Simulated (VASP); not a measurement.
Runs of VASP 6.6.1 on H4CO2. The cells are those of the table. 

| cell | gap on the mesh (eV) | pressure (GPa) | largest force (eV/Å) |
| --- | --- | --- | --- |
| a = 7.371 Å, 28 atoms | 2.55 | -0.5 | 4.54 |
| a = 8.034 Å, 28 atoms | (b) | (a) | (c) |
| a = 7.446 Å, 28 atoms | 2.70 | -0.3 | 3.13 |
| a = 7.714 Å, 28 atoms | 2.39 | -1.3 | 3.95 |

Alike in all rows: task single point; level PBEsol; potentials or basis VASP PAW PBE potentials, release 64 (O, C, H); no spin polarisation; k mesh 1 × 1 × 1; cutoff (eV) 520; smearing fermi-dirac 0.02 eV.

Task: Fill in the values left out.

Result: (a) 1.1; (b) 2.68; (c) 5.30.

Caveats: all runs use coarse meshes; the PAW data sets were made with another functional, which shifts forces and pressure a little.

A k mesh can miss the band edges.
